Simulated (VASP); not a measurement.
Here is a VASP 6.6.1 calculation.

File INCAR:

```
PREC = Accurate ; ENCUT = 520
EDIFF = 1E-7 ; ISMEAR = -1
SIGMA = 0.05 ; LREAL = F
LASPH = T ; NELM = 80
ALGO = Normal ; ISIF = 2
LWAVE = F ; LCHARG = F
GGA = PE ; NBANDS = 32
```

KPOINTS

```
regular mesh
0
Gamma
  5 5 5
```

File POSCAR:

```
Sn3Te
1.0
   -2.3009040000      2.3009040000      5.5164940000
    2.3009040000     -2.3009040000      5.5164940000
    2.3009040000      2.3009040000     -5.5164940000
Te Sn
1 3
Direct
    0.0000000000      0.0000000000      0.0000000000
    0.5000000000      0.5000000000      0.0000000000
    0.2500000000      0.7500000000      0.5000000000
    0.7500000000      0.2500000000      0.5000000000
```

Potentials or basis: VASP PAW PBE potentials, release 64 (Te, Sn_d).

The run is started by

```bash
$ cat potpaw_PBE.64/Te/POTCAR potpaw_PBE.64/Sn_d/POTCAR > POTCAR
$ mpirun -np 1 vasp_std > vasp.out
```

Q: Predict the band gap on the k mesh.

A: Zero (bands 24 and 25 overlap by 0.54 eV).

Q: Predict the pressure.

A: -0.6 GPa.

Stress tensor (GPa, compression positive):
```
-0.61  0.00  0.00
 0.00 -0.61  0.00
 0.00  0.00 -0.69
```

Caveat: semilocal functionals underestimate gaps, and a narrow one can read as zero; spin-orbit coupling is left out, which moves the levels of the heavy elements.
